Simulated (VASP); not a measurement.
# MnAs (P6_3/mmc) in VASP: settings compared, part 2 of 2

VASP 6.6.1.

### Step 4. Single point, PBE, non-collinear spin, typed start, spin-orbit coupling

The input, INCAR:

```
ALGO     = Normal         # electronic algorithm
EDIFF    = 1E-7           # SCF threshold, eV
ENCUT    = 520            # plane-wave cutoff, eV
GGA      = PE             # functional
GGA_COMPAT= False        
ISIF     = 2              # what is computed and relaxed
ISMEAR   = -1             # smearing method
LASPH    = True           # aspherical terms in the spheres
LCHARG   = False          # write CHGCAR
LMAXMIX  = 4              # l up to which the mixer works
LNONCOLLINEAR= True           # non-collinear magnetism
LORBIT   = 11             # projections on sites
LORBMOM  = True         
LREAL    = False          # projectors in reciprocal space
LSORBIT  = True           # spin-orbit coupling
LWAVE    = False          # write WAVECAR
MAGMOM   = 0 0 0 0 0 0 2.828 2.828 0 2.828 2.828 0 # initial moments
NBANDS   = 50             # bands
NELM     = 150            # most SCF steps
PREC     = Accurate       # precision mode
SIGMA    = 0.05           # smearing width, eV
```

The input, KPOINTS:

```
k-points
0
Gamma
  6 6 4
```

The input, POSCAR:

```
MnAs
1.0
    3.7100000000      0.0000000000      0.0000000000
   -1.8550000000      3.2129542480      0.0000000000
    0.0000000000      0.0000000000      5.6910000000
As Mn
2 2
Direct
    0.6666666667      0.3333333333      0.7500000000
    0.3333333333      0.6666666667      0.2500000000
    0.0000000000      0.0000000000      0.5000000000
    0.0000000000      0.0000000000      0.0000000000
```

Potentials or basis: VASP PAW PBE potentials, release 64 (As, Mn_pv).

Command:

```bash
cat potpaw_PBE.64/As/POTCAR potpaw_PBE.64/Mn_pv/POTCAR > POTCAR
mpirun -np 1 vasp_ncl > vasp.out
```

OUTCAR:

```text
EDIFF = 1E-7
   ENCUT = 520
   GGA = PE
   ISIF = 2
   ISMEAR = -1
   LASPH = True
   LNONCOLLINEAR = True
   LORBIT = 11
   LREAL = False
   LSORBIT = True
   NELM = 150
   PREC = Accurate

 ion  position               nearest neighbor table
   1  0.667  0.333  0.750-   3 2.57   4 2.57   3 2.57   4 2.57   3 2.57   4 2.57
   2  0.333  0.667  0.250-   3 2.57   4 2.57   3 2.57   4 2.57   3 2.57   4 2.57
   3  0.000  0.000  0.500-   1 2.57   2 2.57   2 2.57   1 2.57   1 2.57   2 2.57   4 2.85   4 2.85

   4  0.000  0.000  0.000-   1 2.57   2 2.57   2 2.57   1 2.57   1 2.57   2 2.57   3 2.85   3 2.85

  LATTYP: Found a hexagonal cell.
 ALAT       =     3.7100000000
 C/A-ratio  =     1.5339622642

  Lattice vectors:

 A1 = (   3.7100000000,   0.0000000000,   0.0000000000)
 A2 = (  -1.8550000000,   3.2129542480,   0.0000000000)
 A3 = (   0.0000000000,   0.0000000000,   5.6910000000)

Analysis of symmetry for initial positions (statically):
=====================================================================
 Subroutine PRICEL returns:
 Original cell was already a primitive cell.

 Routine SETGRP: Setting up the symmetry group for a
 hexagonal supercell.

 Subroutine GETGRP returns: Found 24 space group operations
 (whereof 12 operations were pure point group operations)
 out of a pool of 24 trial point group operations.

The static configuration has the point symmetry D_3d.
 The point group associated with its full space group is D_6h.

Analysis of symmetry for dynamics (positions and initial velocities):
=====================================================================
 Subroutine PRICEL returns:
 Original cell was already a primitive cell.

 Routine SETGRP: Setting up the symmetry group for a
 hexagonal supercell.

 Subroutine GETGRP returns: Found 24 space group operations
[... 1446 lines left out ...]
  4        -0.000   0.020   0.020
 ----------------------------------------
           -0.000   0.039   0.039

 orbital moment (y)

 # of ion     p       d       tot
 ----------------------------------------
  1         0.000  -0.000  -0.000
  2         0.000  -0.000  -0.000
  3        -0.000   0.020   0.020
  4        -0.000   0.020   0.020
 ----------------------------------------
           -0.000   0.039   0.039

 orbital moment (z)

 # of ion     p       d       tot
 ----------------------------------------
  1        -0.000   0.000  -0.000
  2        -0.000   0.000  -0.000
  3         0.000  -0.000  -0.000
  4        -0.000   0.000   0.000
 ----------------------------------------
           -0.000  -0.000  -0.000

 Spin-Orbit-Coupling matrix elements

 Ion:    1  E_soc:     -0.0246356
 l=   1
     0.0000000    -0.0041043    -0.0040941
    -0.0041043     0.0000000    -0.0041043
    -0.0040941    -0.0041043     0.0000000
 l=   2
     0.0000000    -0.0000005     0.0000000    -0.0000005    -0.0000075
    -0.0000005     0.0000000    -0.0000035     0.0000012    -0.0000005
     0.0000000    -0.0000035     0.0000000    -0.0000035     0.0000000
    -0.0000005     0.0000012    -0.0000035     0.0000000    -0.0000005
    -0.0000075    -0.0000005     0.0000000    -0.0000005     0.0000000
 l=   3
     0.0000000     0.0000000     0.0000000     0.0000000     0.0000000     0.0000000     0.0000000
     0.0000000     0.0000000     0.0000000     0.0000000     0.0000000     0.0000000     0.0000000
     0.0000000     0.0000000     0.0000000     0.0000000     0.0000000     0.0000000     0.0000000
     0.0000000     0.0000000     0.0000000     0.0000000     0.0000000     0.0000000     0.0000000
[... 49 lines left out ...]
 l=   2
     0.0000000    -0.0002035     0.0000000    -0.0002036    -0.0010667
    -0.0002035     0.0000000    -0.0006007    -0.0002898    -0.0002036
     0.0000000    -0.0006007     0.0000000    -0.0006007     0.0000000
    -0.0002036    -0.0002898    -0.0006007     0.0000000    -0.0002035
    -0.0010667    -0.0002036     0.0000000    -0.0002035     0.0000000
 l=   3
     0.0000000     0.0000000     0.0000000     0.0000000     0.0000000     0.0000000     0.0000000
     0.0000000     0.0000000     0.0000000     0.0000000     0.0000000     0.0000000     0.0000000
     0.0000000     0.0000000     0.0000000     0.0000000     0.0000000     0.0000000     0.0000000
     0.0000000     0.0000000     0.0000000     0.0000000     0.0000000     0.0000000     0.0000000
     0.0000000     0.0000000     0.0000000     0.0000000     0.0000000     0.0000000     0.0000000
     0.0000000     0.0000000     0.0000000     0.0000000     0.0000000     0.0000000     0.0000000
     0.0000000     0.0000000     0.0000000     0.0000000     0.0000000     0.0000000     0.0000000

 total charge

# of ion       s       p       d       tot
------------------------------------------
    1        1.227   1.509   0.049   2.785
    2        1.227   1.509   0.049   2.785
    3        0.280   6.239   5.058  11.577
    4        0.280   6.239   5.058  11.577
--------------------------------------------------
tot          3.013  15.496  10.215  28.723

 magnetization (x)

# of ion       s       p       d       tot
------------------------------------------
    1        0.007  -0.102   0.005  -0.090
    2        0.007  -0.102   0.005  -0.090
    3        0.026   0.017   2.212   2.255
    4        0.026   0.017   2.212   2.254
--------------------------------------------------
tot          0.066  -0.170   4.434   4.330

 magnetization (y)

# of ion       s       p       d       tot
------------------------------------------
    1        0.007  -0.102   0.005  -0.090
    2        0.007  -0.102   0.005  -0.090
    3        0.026   0.017   2.212   2.254
    4        0.026   0.017   2.212   2.255
--------------------------------------------------
tot          0.066  -0.170   4.434   4.330

 magnetization (z)

# of ion       s       p       d       tot
------------------------------------------
    1        0.000   0.000  -0.000   0.000
    2        0.000   0.000  -0.000   0.000
    3       -0.000  -0.000  -0.000  -0.000
    4        0.000   0.000  -0.000  -0.000
--------------------------------------------------
tot         -0.000   0.000  -0.000  -0.000
```

Wall time 57 min (1 thread of Intel Xeon 8259CL, shared host); peak memory 0.55 GiB.

Results:

* Free energy: -28.2988 eV
* Pressure: -3.5 GPa
* Net moment: 6.24 μB per cell
* Valence electrons inside the program's atomic spheres: As 2.79; Mn 11.58

Stress tensor (GPa, compression positive):
```
-2.73  0.00  0.00
 0.00 -2.73  0.00
 0.00  0.00 -4.99
```

Moments on the atoms (μB; x, y, z):
```
As  -0.09 -0.09  0.00
As  -0.09 -0.09  0.00
Mn   2.25  2.25  0.00
Mn   2.25  2.25  0.00
```

Caveat: the cell stands under tension.

### Step 5. The runs side by side

```tsv
level	spin	k mesh	gap on the mesh (eV)	pressure (GPa)	moment (μB)
PBEsol	collinear, ferrimagnetic start	8 × 8 × 5	none	-10.5	0.00
PBEsol	collinear, ferromagnetic start	8 × 8 × 5	none	-8.5	6.22
PBE	non-collinear, typed start, SOC	6 × 6 × 4	-	-3.5	6.24
```

Alike in all rows: task single point; potentials or basis VASP PAW PBE potentials, release 64 (As, Mn_pv); cell as given; cutoff (eV) 520; smearing fermi-dirac 0.05 eV.

The pressure there spans -10.5 GPa (PBEsol) to -3.5 GPa (PBE); a positive pressure means that this level wants a larger cell, a negative one a smaller.

Caveats: the cell stands under tension; the PAW data sets were made with another functional, which shifts forces and pressure a little (at least some runs); the run started ferromagnetic, and an antiferromagnetic order may lie lower in energy (at least some runs).

Total energies depend on the potentials used, so only differences within one code and one set of settings carry meaning.
